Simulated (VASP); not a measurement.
# SnSe2 (P-3m1) in VASP: further runs, part 2 of 2

VASP 6.6.1. The steps go on from the part before.

**3. Single point, PBE**

This run uses another cell than the first one, of 30.23 Å³/atom.

The input, INCAR:

```
PREC = Accurate
ENCUT = 500
EDIFF = 1E-6
ISMEAR = 0
SIGMA = 0.02
LREAL = F
LASPH = T
NELM = 120
ALGO = Normal
ISIF = 2
LWAVE = F
LCHARG = F
GGA = PE
NBANDS = 20
GGA_COMPAT = F
```

The input, KPOINTS:

```
Automatic mesh
0
Gamma
  9 9 4
```

The input, POSCAR:

```
SnSe2
1.0
    3.8718897029      0.0000000000      0.0000000000
   -1.9359448514      3.3531548433      0.0000000000
    0.0000000000      0.0000000000      6.9847678807
Sn Se
1 2
Direct
    0.0000000000      0.0000000000      0.0000000000
    0.6666666667      0.3333333333      0.7717296671
    0.3333333333      0.6666666667      0.2282703329
```

Potentials or basis: VASP PAW PBE potentials, release 64 (Sn_d, Se).

Started as:

```console
cat potpaw_PBE.64/Sn_d/POTCAR potpaw_PBE.64/Se/POTCAR > POTCAR
mpirun -np 1 vasp_std > vasp.out
```

OUTCAR:

```text
PREC = Accurate
   ENCUT = 500
   EDIFF = 1E-6
   ISMEAR = 0
   LREAL = F
   LASPH = T
   NELM = 120
   ISIF = 2
   GGA = PE

 ion  position               nearest neighbor table
   1  0.000  0.000  0.000-   2 2.75   3 2.75   3 2.75   2 2.75   2 2.75   3 2.75
   2  0.667  0.333  0.772-   1 2.75   1 2.75   1 2.75
   3  0.333  0.667  0.228-   1 2.75   1 2.75   1 2.75

  LATTYP: Found a hexagonal cell.
 ALAT       =     3.8718897029
 C/A-ratio  =     1.8039687121

  Lattice vectors:

 A1 = (   3.8718897029,   0.0000000000,   0.0000000000)
 A2 = (  -1.9359448514,   3.3531548433,   0.0000000000)
 A3 = (   0.0000000000,   0.0000000000,   6.9847678807)

Analysis of symmetry for initial positions (statically):
=====================================================================
 Subroutine PRICEL returns:
 Original cell was already a primitive cell.

 Routine SETGRP: Setting up the symmetry group for a
 hexagonal supercell.

 Subroutine GETGRP returns: Found 12 space group operations
 (whereof 12 operations were pure point group operations)
 out of a pool of 24 trial point group operations.

The static configuration has the point symmetry D_3d.

Analysis of symmetry for dynamics (positions and initial velocities):
=====================================================================
 Subroutine PRICEL returns:
 Original cell was already a primitive cell.

 Routine SETGRP: Setting up the symmetry group for a
 hexagonal supercell.

 Subroutine GETGRP returns: Found 12 space group operations
 (whereof 12 operations were pure point group operations)
 out of a pool of 24 trial point group operations.

The dynamic configuration has the point symmetry D_3d.

 Subroutine INISYM returns: Found 12 space group operations
 (whereof 12 operations are pure point group operations),
 and found     1 'primitive' translations

----------------------------------------------------------------------------------------

                                     Primitive cell

  volume of cell :      90.6836

  direct lattice vectors                    reciprocal lattice vectors
     3.871889703  0.000000000  0.000000000     0.258271820  0.149113305  0.000000000
    -1.935944851  3.353154843  0.000000000     0.000000000  0.298226609  0.000000000
     0.000000000  0.000000000  6.984767881     0.000000000  0.000000000  0.143168680

  length of vectors
     3.871889703  3.871889703  6.984767881     0.298226609  0.298226609  0.143168680

  position of ions in fractional coordinates (direct lattice)
     0.000000000  0.000000000  0.000000000
     0.666666667  0.333333333  0.771729667
     0.333333333  0.666666667  0.228270333

  ion indices of the primitive-cell ions
   primitive index   ion index
                 1           1
                 2           2
                 3           3

----------------------------------------------------------------------------------------

 KPOINTS: Automatic mesh

Automatic generation of k-mesh.
 Grid dimensions read from file:
 generate k-points for:    9    9    4

 Generating k-lattice:

  Cartesian coordinates                     Fractional coordinates (reciprocal lattice)
     0.028696869  0.016568145  0.000000000     0.111111111  0.000000000  0.000000000
     0.000000000  0.033136290  0.000000000     0.000000000  0.111111111  0.000000000
     0.000000000  0.000000000  0.035792170     0.000000000  0.000000000  0.250000000

  Length of vectors
     0.033136290  0.033136290  0.035792170

  Shift w.r.t. Gamma in fractional coordinates (k-lattice)
     0.000000000  0.000000000  0.000000000

 Subroutine IBZKPT returns following result:
 ===========================================

 Found     43 irreducible k-points:

 Following reciprocal coordinates:
            Coordinates               Weight
  0.000000  0.000000  0.000000      1.000000
  0.111111  0.000000  0.000000      6.000000
  0.222222  0.000000  0.000000      6.000000
  0.333333  0.000000  0.000000      6.000000
  0.444444  0.000000  0.000000      6.000000
  0.111111  0.111111  0.000000      6.000000
[... 16 lines left out ...]
  0.222222  0.111111  0.250000     12.000000
 -0.111111  0.333333  0.250000     12.000000
 [... further k-points ...]
   k-points           NKPTS =     43   k-points in BZ     NKDIM =     43   number of bands    NBANDS=     20
   number of dos      NEDOS =    301   number of ions     NIONS =      3
   total plane-waves  NPLWV =  42336
   dimension x,y,z NGX =    28 NGY =   28 NGZ =   54
   dimension x,y,z NGXF=    56 NGYF=   56 NGZF=  108
   ions per type =               1   2
   NGX,Y,Z   is equivalent  to a cutoff of  12.02, 12.02, 12.85 a.u.
   NGXF,Y,Z  is equivalent  to a cutoff of  24.04, 24.04, 25.71 a.u.
 SYSTEM =  unknown system
   PREC   = accura    normal or accurate (medium, high low for compatibility)
   ISTART =      0    job   : 0-new  1-cont  2-samecut
   ICHARG =      2    charge: 1-file 2-atom 10-const
   ISPIN  =      1    spin polarized calculation?
   LNONCOLLINEAR =      F non collinear calculations
   LSORBIT =      F    spin-orbit coupling
   LASPH  =      T    aspherical Exc in radial PAW
   ENCUT  =  500.0 eV  36.75 Ry    6.06 a.u.   7.06  7.06 12.73*2*pi/ulx,y,z
   NELM   =    120;   NELMIN=  2; NELMDL= -5     # of ELM steps
   EDIFF  = 0.1E-05   stopping-criterion for ELM
   LREAL  =      F    real-space projection
   EDIFFG = 0.1E-04   stopping-criterion for IOM
   NSW    =      0    number of steps for IOM
   IBRION =     -1    ionic relax: 0-MD 1-quasi-New 2-CG
   NFREE  =      0    steps in history (QN), initial steepest desc. (CG)
   ISIF   =      2    stress and relaxation
   ISYM   =      2    0-nonsym 1-usesym 2-fastsym
   POTIM  = 0.5000    time-step for ionic-motion
   TEBEG  =    0.0;   TEEND  =   0.0 temperature during run
   PSTRESS=    0.0 pullay stress
   NELECT =      26.0000    total number of electrons
   NUPDOWN=      -1.0000    fix difference up-down
   EMIN   =  10.00;   EMAX   =-10.00  energy-range for DOS
   EFERMI =   0.00;   METHOD = LEGACY
   ISMEAR =     0;   SIGMA  =   0.02  broadening in eV -4-tet -1-fermi 0-gaus
   EFERMI_NEDOS =   21; number of points for ismear=-14 and -15
   IALGO  =     38    algorithm
   IMIX   =      4    mixing-type and parameters
     AMIX     =   0.40;   BMIX     =  1.00
     AMIX_MAG =   1.60;   BMIX_MAG =  1.00
  volume/ion in A,a.u.               =      30.23       203.99
  Fermi-wavevector in a.u.,A,eV,Ry     =   1.079501  2.039961 15.855177  1.165323
  Thomas-Fermi vector in A             =   2.215468
   LORBIT       =      0    0 simple, 1 ext, 2 COOP (PROOUT), +10 PAW based schemes
   GGA     = PE    functional components
   LHFCALC =     F    Hartree Fock is set to
   AEXX    =    0.0000 exact exchange contribution
   IVDW    =     0    specifies the selected vdW correction
   LEPSILON=     F    determine dielectric tensor
   LRPA    =     F    only Hartree local field effects (RPA)
 non-spin polarized calculation
 Gauss-broadening in eV      SIGMA  =   0.02
  energy-cutoff  :      500.00
  volume of cell :       90.68
 maximum number of plane-waves:      2334
   NGX = 15   NGY = 15   NGZ = 25

 number of electron      26.0000001 magnetization

 Free energy of the ion-electron system (eV)
  ---------------------------------------------------
  ext. energy  EPLUGINS =         0.00000000
  ---------------------------------------------------
  free energy    TOTEN  =       -11.87390892 eV

  energy without entropy =      -11.87390892  energy(sigma->0) =      -11.87390892

 E-fermi :   2.7155     XC(G=0):  -8.5955

 val. band max:        2.5517170057   @ k =   0.1111   0.0000   0.2500
 cond. band min:       3.3073674428   @ k =   0.4444   0.0000   0.5000
 fundamental gap:      0.7556504371
 Fermi energy:         2.7155170310

 k-point     1 :       0.0000    0.0000    0.0000
  band No.  band energies     occupation
      1     -18.5711      2.00000
      2     -18.5711      2.00000
      3     -18.5389      2.00000
      4     -18.5297      2.00000
      5     -18.5297      2.00000
      6     -10.8074      2.00000
[... 12 lines left out ...]
     19      11.4211      0.00000
     20      11.4482      0.00000
[... 507 lines left out ...]
 k-point    24 :      -0.1111    0.3333    0.2500
  band No.  band energies     occupation
      1     -18.5930      2.00000
      2     -18.5581      2.00000
      3     -18.5410      2.00000
      4     -18.5284      2.00000
      5     -18.5181      2.00000
      6     -10.0654      2.00000
[... 12 lines left out ...]
     19      10.2821      0.00000
     20      11.0449      0.00000

 [... further k-points ...]

------------------------ aborting loop because EDIFF is reached ----------------------------------------

  FORCE on cell =-STRESS in cart. coord.  units (eV):
  Direction    XX          YY          ZZ          XY          YZ          ZX
  --------------------------------------------------------------------------------------
  -------------------------------------------------------------------------------------
  Total        0.0296240      0.0296240      0.0426082      0.0000000      0.0000000      0.0000000
  in kB        0.5233904      0.5233904      0.7527929      0.0000000      0.0000000      0.0000000
  external PRESSURE =       0.5998579 kB  Pullay stress =       0.0000000 kB

 VOLUME and BASIS-vectors are now :
 -----------------------------------------------------------------------------
  energy-cutoff  :      500.00
  volume of cell :       90.68
      direct lattice vectors                 reciprocal lattice vectors
     3.871889703  0.000000000  0.000000000     0.258271820  0.149113305  0.000000000
    -1.935944851  3.353154843  0.000000000     0.000000000  0.298226609  0.000000000
     0.000000000  0.000000000  6.984767881     0.000000000  0.000000000  0.143168680

 POSITION                                       TOTAL-FORCE (eV/Angst)
 -----------------------------------------------------------------------------------
      0.00000      0.00000      0.00000         0.000000      0.000000      0.000000
      1.93594      1.11772      5.39035         0.000000      0.000000     -0.012855
     -0.00000      2.23544      1.59442        -0.000000     -0.000000      0.012855
 -----------------------------------------------------------------------------------
    total drift:                               -0.000000     -0.000000      0.000000

  FREE ENERGIE OF THE ION-ELECTRON SYSTEM (eV)
  ---------------------------------------------------
  free  energy   TOTEN  =       -11.8739089182 eV

  energy  without entropy=      -11.8739089182  energy(sigma->0) =      -11.87390892
```

stdout:

```text
POSCAR found type information on POSCAR SnSe
 POSCAR found :  2 types and       3 ions
 scaLAPACK will be used
 LDA part: xc-table for (Slater+PW92), standard interpolation
 POSCAR, INCAR and KPOINTS ok, starting setup
 FFT: planning ... GRIDC
 FFT: planning ... GRID_SOFT
 FFT: planning ... GRID
 WAVECAR not read
 entering main loop
```

Wall time 54 s (1 thread of Intel Xeon Platinum 8488C (Sapphire Rapids), shared host); peak memory 0.23 GiB.

Results:

| Item | Value |
| --- | --- |
| Free energy | -11.8739 eV |
| Pressure | 0.1 GPa |
| Largest force | 0.013 eV/Å |
| Band gap on the k mesh | 0.76 eV (least direct gap 1.11 eV) |

Forces in eV/Å, atoms in the order of the input:
```
Sn   0.000  0.000  0.000
Se   0.000  0.000 -0.013
Se   0.000  0.000  0.013
```

Levels at points of the mesh, in eV from the valence-band top:
| k point | band 11 | band 12 | band 13 | band 14 | band 15 | band 16 |
| --- | --- | --- | --- | --- | --- | --- |
| (0.00, 0.00, 0.00) | -0.47 | -0.13 | -0.13 | 1.08 | 3.08 | 4.58 |
| (0.00, 0.00, 0.50) | -0.50 | -0.09 | -0.09 | 1.98 | 3.00 | 4.51 |

Caveat: semilocal functionals underestimate gaps, and a narrow one can read as zero; spin-orbit coupling is left out, which moves the levels of the heavy elements; this functional lacks dispersion, which binds layers or chains, so the pressure and a relaxed spacing across them are unreliable. A k mesh can miss the band edges.

**4. Single point, PBE**

This run uses another cell than the first one, of 30.23 Å³/atom.

The input, INCAR:

```
SYSTEM = SnSe2
PREC = Accurate ; ENCUT = 500
EDIFF = 1E-6 ; ISMEAR = 0
SIGMA = 0.02 ; LREAL = .FALSE.
LASPH = .TRUE. ; NELM = 120
ALGO = Normal ; ISIF = 2
LWAVE = .FALSE. ; LCHARG = .FALSE.
GGA = PE ; NBANDS = 20
GGA_COMPAT = .FALSE.
```

The input, KPOINTS:

```
regular mesh
0
G
  9 9 4
  0 0 0
```

POSCAR is that of step 3.

Started as:

```console
cat potpaw_PBE.64/Sn_d/POTCAR potpaw_PBE.64/Se/POTCAR > POTCAR
mpirun -np 1 vasp_std > vasp.out
```

It took 53 s on 1 thread of Intel Xeon Platinum 8488C (Sapphire Rapids), shared host; peak memory 0.22 GiB.

It converged, with:

```
Free energy            : -11.8739 eV
Pressure               : 0.1 GPa
Largest force          : 0.013 eV/Å
Band gap on the k mesh : 0.76 eV (least direct gap 1.11 eV)
```

Forces on the atoms (eV/Å):
```
Sn   0.000  0.000  0.000
Se   0.000  0.000 -0.013
Se   0.000  0.000  0.013
```

Levels at points of the mesh, in eV from the valence-band top:
| k point | band 9 | band 10 | band 11 | band 12 | band 13 | band 14 | band 15 | band 16 | band 17 | band 18 |
| --- | --- | --- | --- | --- | --- | --- | --- | --- | --- | --- |
| (0.00, 0.00, 0.00) | -0.52 | -0.47 | -0.47 | -0.13 | -0.13 | 1.08 | 3.08 | 4.58 | 4.58 | 7.19 |
| (0.00, 0.00, 0.50) | -1.51 | -0.50 | -0.50 | -0.09 | -0.09 | 1.98 | 3.00 | 4.51 | 4.51 | 7.72 |

Caveat: semilocal functionals underestimate gaps, and a narrow one can read as zero; spin-orbit coupling is left out, which moves the levels of the heavy elements; this functional lacks dispersion, which binds layers or chains, so the pressure and a relaxed spacing across them are unreliable. A k mesh can miss the band edges.
